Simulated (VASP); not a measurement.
# TiC (Fm-3m) in VASP: notebook

TiC is run at these levels: r2SCAN; tasks: single point.

Everything below comes from runs of VASP 6.6.1. Logs are shortened: lines on timing, memory, paths and dates and some standing lists are left out, and cuts for length are marked.

**1. The cell of the first run**

Symmetry: Fm-3m, No. 225, cubic system. Conventional cell: a = 4.331 Å, b = 4.331 Å, c = 4.331 Å, α = 90.00°, β = 90.00°, γ = 90.00°. Ti (site symmetry m-3m) has 6 C at 2.17 Å within 2.9 Å. Within 2.9 Å of C (site symmetry m-3m) lie 6 Ti at 2.17 Å.

**2. Single point, r2SCAN**

The input, POSCAR:

```
TiC
1.0
    0.0000000000      2.1657188437      2.1657188437
    2.1657188437      0.0000000000      2.1657188437
    2.1657188437      2.1657188437      0.0000000000
Ti C
1 1
Direct
    0.0000000000      0.0000000000      0.0000000000
    0.5000000000      0.5000000000      0.5000000000
```

The input, INCAR.step1:

```
  PREC = Accurate
  ENCUT = 520
  ISMEAR = 0
  SIGMA = 0.1
  LREAL = F
  LASPH = T
  NELM = 60
  NBANDS = 15
  GGA = PE
  ALGO = Normal
  EDIFF = 1E-4
  LWAVE = T
  LCHARG = F
```

The input, INCAR.step2:

```
  PREC = Accurate
  ENCUT = 520
  EDIFF = 1E-7
  ISMEAR = 0
  SIGMA = 0.1
  LREAL = F
  LASPH = T
  NELM = 60
  ALGO = Normal
  ISIF = 2
  LWAVE = F
  LCHARG = F
  METAGGA = R2SCAN
  LMIXTAU = T
  NBANDS = 15
  ISTART = 1
```

The input, KPOINTS:

```
Automatic mesh
0
Gamma
  8 8 8
```

Potentials or basis: VASP PAW PBE potentials, release 64 (Ti_sv, C).

Launch:

```console
$ cat potpaw_PBE.64/Ti_sv/POTCAR potpaw_PBE.64/C/POTCAR > POTCAR
$ cp INCAR.step1 INCAR
$ mpirun -np 1 vasp_std > vasp.out
$ cp INCAR.step2 INCAR
$ mpirun -np 1 vasp_std > vasp.out
```

OUTCAR:

```text
PREC = Accurate
   ENCUT = 520
   EDIFF = 1E-7
   ISMEAR = 0
   LREAL = F
   LASPH = T
   NELM = 60
   ISIF = 2
   METAGGA = R2SCAN
   ISTART = 1

 ion  position               nearest neighbor table
   1  0.000  0.000  0.000-   2 2.17   2 2.17   2 2.17   2 2.17   2 2.17   2 2.17
   2  0.500  0.500  0.500-   1 2.17   1 2.17   1 2.17   1 2.17   1 2.17   1 2.17

  LATTYP: Found a face centered cubic cell.
 ALAT       =     4.3314376874

  Lattice vectors:

 A1 = (   0.0000000000,   2.1657188437,   2.1657188437)
 A2 = (   2.1657188437,   0.0000000000,   2.1657188437)
 A3 = (   2.1657188437,   2.1657188437,   0.0000000000)

Analysis of symmetry for initial positions (statically):
=====================================================================
 Subroutine PRICEL returns:
 Original cell was already a primitive cell.

 Routine SETGRP: Setting up the symmetry group for a
 face centered cubic supercell.

 Subroutine GETGRP returns: Found 48 space group operations
 (whereof 48 operations were pure point group operations)
 out of a pool of 48 trial point group operations.

The static configuration has the point symmetry O_h .

Analysis of symmetry for dynamics (positions and initial velocities):
=====================================================================
 Subroutine PRICEL returns:
 Original cell was already a primitive cell.

 Routine SETGRP: Setting up the symmetry group for a
 face centered cubic supercell.

 Subroutine GETGRP returns: Found 48 space group operations
 (whereof 48 operations were pure point group operations)
 out of a pool of 48 trial point group operations.

The dynamic configuration has the point symmetry O_h .

 Subroutine INISYM returns: Found 48 space group operations
 (whereof 48 operations are pure point group operations),
 and found     1 'primitive' translations

----------------------------------------------------------------------------------------

                                     Primitive cell

  volume of cell :      20.3159

  direct lattice vectors                    reciprocal lattice vectors
     0.000000000  2.165718844  2.165718844    -0.230870227  0.230870227  0.230870227
     2.165718844  0.000000000  2.165718844     0.230870227 -0.230870227  0.230870227
     2.165718844  2.165718844  0.000000000     0.230870227  0.230870227 -0.230870227

  length of vectors
     3.062788961  3.062788961  3.062788961     0.399878962  0.399878962  0.399878962

  position of ions in fractional coordinates (direct lattice)
     0.000000000  0.000000000  0.000000000
     0.500000000  0.500000000  0.500000000

  ion indices of the primitive-cell ions
   primitive index   ion index
                 1           1
                 2           2

----------------------------------------------------------------------------------------

 KPOINTS: Automatic mesh

Automatic generation of k-mesh.
 Grid dimensions read from file:
 generate k-points for:    8    8    8

 Generating k-lattice:

  Cartesian coordinates                     Fractional coordinates (reciprocal lattice)
    -0.028858778  0.028858778  0.028858778     0.125000000  0.000000000  0.000000000
     0.028858778 -0.028858778  0.028858778     0.000000000  0.125000000  0.000000000
     0.028858778  0.028858778 -0.028858778     0.000000000  0.000000000  0.125000000

  Length of vectors
     0.049984870  0.049984870  0.049984870

  Shift w.r.t. Gamma in fractional coordinates (k-lattice)
     0.000000000  0.000000000  0.000000000

 Subroutine IBZKPT returns following result:
 ===========================================

 Found     29 irreducible k-points:

 Following reciprocal coordinates:
            Coordinates               Weight
  0.000000  0.000000  0.000000      1.000000
  0.125000  0.000000  0.000000      8.000000
  0.250000  0.000000  0.000000      8.000000
  0.375000  0.000000  0.000000      8.000000
  0.500000  0.000000  0.000000      4.000000
  0.125000  0.125000  0.000000      6.000000
[... 16 lines left out ...]
  0.500000  0.250000  0.125000     48.000000
 -0.375000  0.250000  0.125000     24.000000
 [... further k-points ...]
   k-points           NKPTS =     29   k-points in BZ     NKDIM =     29   number of bands    NBANDS=     15
   number of dos      NEDOS =    301   number of ions     NIONS =      2
   total plane-waves  NPLWV =  13824
   dimension x,y,z NGX =    24 NGY =   24 NGZ =   24
   dimension x,y,z NGXF=    48 NGYF=   48 NGZF=   48
   ions per type =               1   1
   NGX,Y,Z   is equivalent  to a cutoff of  13.03, 13.03, 13.03 a.u.
   NGXF,Y,Z  is equivalent  to a cutoff of  26.05, 26.05, 26.05 a.u.
 SYSTEM =  unknown system
   PREC   = accura    normal or accurate (medium, high low for compatibility)
   ISTART =      1    job   : 0-new  1-cont  2-samecut
   ICHARG =      0    charge: 1-file 2-atom 10-const
   ISPIN  =      1    spin polarized calculation?
   LNONCOLLINEAR =      F non collinear calculations
   LSORBIT =      F    spin-orbit coupling
   LASPH  =      T    aspherical Exc in radial PAW
   ENCUT  =  520.0 eV  38.22 Ry    6.18 a.u.   5.69  5.69  5.69*2*pi/ulx,y,z
   NELM   =     60;   NELMIN=  2; NELMDL=  0     # of ELM steps
   EDIFF  = 0.1E-06   stopping-criterion for ELM
   LREAL  =      F    real-space projection
   EDIFFG = 0.1E-05   stopping-criterion for IOM
   NSW    =      0    number of steps for IOM
   IBRION =     -1    ionic relax: 0-MD 1-quasi-New 2-CG
   NFREE  =      0    steps in history (QN), initial steepest desc. (CG)
   ISIF   =      2    stress and relaxation
   ISYM   =      2    0-nonsym 1-usesym 2-fastsym
   POTIM  = 0.5000    time-step for ionic-motion
   TEBEG  =    0.0;   TEEND  =   0.0 temperature during run
   PSTRESS=    0.0 pullay stress
   NELECT =      16.0000    total number of electrons
   NUPDOWN=      -1.0000    fix difference up-down
   EMIN   =  10.00;   EMAX   =-10.00  energy-range for DOS
   EFERMI =   0.00;   METHOD = LEGACY
   ISMEAR =     0;   SIGMA  =   0.10  broadening in eV -4-tet -1-fermi 0-gaus
   EFERMI_NEDOS =   21; number of points for ismear=-14 and -15
   IALGO  =     38    algorithm
   IMIX   =      4    mixing-type and parameters
     AMIX     =   0.40;   BMIX     =  1.00
     AMIX_MAG =   1.60;   BMIX_MAG =  1.00
  volume/ion in A,a.u.               =      10.16        68.55
  Fermi-wavevector in a.u.,A,eV,Ry     =   1.511829  2.856943 31.097854  2.285628
  Thomas-Fermi vector in A             =   2.621834
   LORBIT       =      0    0 simple, 1 ext, 2 COOP (PROOUT), +10 PAW based schemes
   METAGGA = R2SCAN    functional components
   LHFCALC =     F    Hartree Fock is set to
   AEXX    =    0.0000 exact exchange contribution
   IVDW    =     0    specifies the selected vdW correction
   LEPSILON=     F    determine dielectric tensor
   LRPA    =     F    only Hartree local field effects (RPA)
 non-spin polarized calculation
 Gauss-broadening in eV      SIGMA  =   0.10
  energy-cutoff  :      520.00
  volume of cell :       20.32
 maximum number of plane-waves:       568
   NGX = 11   NGY = 11   NGZ = 11

 number of electron      16.0000000 magnetization

 Free energy of the ion-electron system (eV)
  ---------------------------------------------------
  ext. energy  EPLUGINS =         0.00000000
  ---------------------------------------------------
  free energy    TOTEN  =       -24.86915138 eV

  energy without entropy =      -24.86822404  energy(sigma->0) =      -24.86868771

 E-fermi :   9.4143     XC(G=0): -13.5888

 val. band max:        9.3460919179   @ k =   0.5000   0.5000   0.0000
 cond. band min:       9.5118690113   @ k =   0.1250   0.1250   0.0000
 fundamental gap:      0.1657770934
 Fermi energy:         9.4143003486

 k-point     1 :       0.0000    0.0000    0.0000
  band No.  band energies     occupation
      1     -49.4926      2.00000
      2     -24.4704      2.00000
      3     -24.4704      2.00000
      4     -24.4704      2.00000
      5      -3.7147      2.00000
      6      10.3523      0.00000
      7      10.3523      0.00000
      8      10.3524      0.00000
      9      11.1586      0.00000
     10      11.1586      0.00000
     11      11.1586      0.00000
     12      11.2025      0.00000
     13      11.2025      0.00000
     14      20.6871      0.00000
     15      24.3185      0.00000

 k-point     2 :       0.1250    0.0000    0.0000
  band No.  band energies     occupation
      1     -49.4816      2.00000
      2     -24.5482      2.00000
      3     -24.4774      2.00000
      4     -24.4773      2.00000
      5      -3.3575      2.00000
      6       8.8568      2.00000
      7       9.1298      1.99994
      8       9.1298      1.99994
      9      10.7414      0.00000
     10      10.7414      0.00000
     11      11.8649      0.00000
     12      13.3700      0.00000
     13      13.3700      0.00000
     14      21.2748      0.00000
     15      24.3051      0.00000

 k-point     3 :       0.2500    0.0000    0.0000
  band No.  band energies     occupation
      1     -49.4551      2.00000
      2     -24.7323      2.00000
      3     -24.4941      2.00000
      4     -24.4941      2.00000
      5      -2.3752      2.00000
      6       6.6107      2.00000
      7       7.6293      2.00000
      8       7.6293      2.00000
      9      11.4324      0.00000
     10      11.4324      0.00000
     11      12.5167      0.00000
     12      15.5603      0.00000
     13      15.5603      0.00000
     14      21.2259      0.00000
     15      24.6745      0.00000

 k-point     4 :       0.3750    0.0000    0.0000
  band No.  band energies     occupation
      1     -49.4284      2.00000
      2     -24.9114      2.00000
      3     -24.5108      2.00000
      4     -24.5107      2.00000
      5      -1.0488      2.00000
      6       4.4979      2.00000
      7       6.6827      2.00000
      8       6.6827      2.00000
      9      12.2451      0.00000
     10      12.2451      0.00000
     11      13.3059      0.00000
     12      17.2950      0.00000
     13      17.2950      0.00000
     14      19.3135      0.00000
     15      25.9704      0.00000
[... 307 lines left out ...]
 k-point    22 :       0.3750    0.2500    0.1250
  band No.  band energies     occupation
      1     -49.4353      2.00000
      2     -24.7673      2.00000
      3     -24.5891      2.00000
      4     -24.5213      2.00000
      5      -1.8132      2.00000
      6       5.5901      2.00000
      7       7.5581      2.00000
      8       7.5917      2.00000
      9      10.7640      0.00000
     10      12.3474      0.00000
     11      13.4951      0.00000
     12      14.0162      0.00000
     13      16.7461      0.00000
     14      22.7883      0.00000
     15      23.8583      0.00000

 k-point    23 :       0.5000    0.2500    0.1250
  band No.  band energies     occupation
      1     -49.4138      2.00000
      2     -24.8627      2.00000
      3     -24.6371      2.00000
      4     -24.5464      2.00000
      5      -0.9561      2.00000
      6       4.8023      2.00000
      7       6.5918      2.00000
      8       7.0172      2.00000
      9      11.5460      0.00000
     10      12.7766      0.00000
     11      13.5790      0.00000
     12      15.0051      0.00000
     13      17.1283      0.00000
     14      21.7050      0.00000
     15      24.2481      0.00000

 k-point    24 :      -0.3750    0.2500    0.1250
  band No.  band energies     occupation
      1     -49.4049      2.00000
      2     -24.9043      2.00000
      3     -24.6494      2.00000
      4     -24.5618      2.00000
      5      -0.5312      2.00000
      6       4.4156      2.00000
      7       6.2913      2.00000
      8       6.7646      2.00000
      9      12.2906      0.00000
     10      12.4846      0.00000
     11      13.5369      0.00000
     12      16.1108      0.00000
     13      16.5603      0.00000
     14      21.0794      0.00000
     15      24.3945      0.00000

 [... further k-points ...]

------------------------ aborting loop because EDIFF is reached ----------------------------------------

  FORCE on cell =-STRESS in cart. coord.  units (eV):
  Direction    XX          YY          ZZ          XY          YZ          ZX
  --------------------------------------------------------------------------------------
  -------------------------------------------------------------------------------------
  Total        0.0429777      0.0429777      0.0429777     -0.0000000      0.0000000      0.0000000
  in kB        3.3893563      3.3893563      3.3893563     -0.0000000      0.0000000      0.0000000
  external PRESSURE =       3.3893563 kB  Pullay stress =       0.0000000 kB

 VOLUME and BASIS-vectors are now :
 -----------------------------------------------------------------------------
  energy-cutoff  :      520.00
  volume of cell :       20.32
      direct lattice vectors                 reciprocal lattice vectors
     0.000000000  2.165718844  2.165718844    -0.230870227  0.230870227  0.230870227
     2.165718844  0.000000000  2.165718844     0.230870227 -0.230870227  0.230870227
     2.165718844  2.165718844  0.000000000     0.230870227  0.230870227 -0.230870227

 POSITION                                       TOTAL-FORCE (eV/Angst)
 -----------------------------------------------------------------------------------
      0.00000      0.00000      0.00000         0.000000     -0.000000     -0.000000
      2.16572      2.16572      2.16572         0.000000      0.000000      0.000000
 -----------------------------------------------------------------------------------
    total drift:                                0.000000     -0.000000     -0.000000

  FREE ENERGIE OF THE ION-ELECTRON SYSTEM (eV)
  ---------------------------------------------------
  free  energy   TOTEN  =       -24.8691513841 eV

  energy  without entropy=      -24.8682240380  energy(sigma->0) =      -24.86868771
```

Run time: 27 s. Hardware: 1 thread of Intel Xeon Platinum 8559C (Emerald Rapids), shared host; peak memory 0.15 GiB.

What came out:

```
Free energy            : -24.8692 eV
Pressure               : 0.3 GPa
Band gap on the k mesh : zero (band 8 reaches 10.35 eV, above the bottom of band 9 at 9.04 eV)
```

Caveat: the PAW data sets were made with another functional, which shifts forces and pressure a little.

(Part 1 of 2 ends here.)
